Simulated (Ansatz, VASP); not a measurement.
**Two plane-wave programs on BiTe**

The input INCAR:

```
PREC = Accurate ; ENCUT = 520
EDIFF = 1E-7 ; ISMEAR = 0
SIGMA = 0.15 ; LREAL = F
LASPH = T ; NELM = 80
ALGO = Normal ; ISIF = 2
LWAVE = F ; LCHARG = F
GGA = PE ; NBANDS = 18
```

File KPOINTS:

```
regular mesh
0
Gamma
  14 14 14
```

File POSCAR:

```
BiTe
1.0
    0.0000000000      3.5143317066      2.7411787312
    3.5143317066      0.0000000000      2.7411787312
    3.5143317066      3.5143317066      0.0000000000
Bi Te
1 1
Direct
    0.0000000000      0.0000000000      0.0000000000
    0.5000000000      0.5000000000      0.5000000000
```

Input for Ansatz:

```yaml
crystal:
  lattice:
    - [0.0, 3.5143317066, 2.7411787312]
    - [3.5143317066, 0.0, 2.7411787312]
    - [3.5143317066, 3.5143317066, 0.0]
  atoms:
    - { symbol: Bi, position: [0.0, 0.0, 0.0] }
    - { symbol: Te, position: [0.5, 0.5, 0.5] }
basis:
  ecutwfc: 420
kpoints:
  mp_grid: { grid: [14, 14, 14] }
hamiltonian:
  xc: pbe
scf:
  occupations: { method: gaussian, width: 0.15 }
output:
  forces: true
  stress: true
  eigenvalues: true
```

Alike in both runs: task single point; functional PBE; k mesh 14 × 14 × 14; occupations gaussian, width 0.15 eV; no spin polarisation.

|  | VASP | Ansatz |
| --- | --- | --- |
| version | VASP 6.6.1 | Ansatz 0.2.0 |
| potentials or method | VASP PAW PBE potentials, release 64 (Bi_d, Te), cutoff 520 eV | scalar-relativistic, plane waves, PAW |
| valence electrons in the cell | 21 | 31 |

```csv
,VASP,Ansatz,Ansatz less VASP
gap on the k mesh at the Fermi level (eV),none,none,-
pressure (GPa),8.9,8.9,+0.07
"traceless stress, the component that is largest in VASP (GPa)",24.87,24.96,+0.095
```

A gap of «none» marks a metal or a gap that the smearing closes. VASP's potentials hold 21 valence electrons a cell and Ansatz's 31, so a difference there can come from the potentials and not from the codes.

Spin-orbit coupling is off throughout.
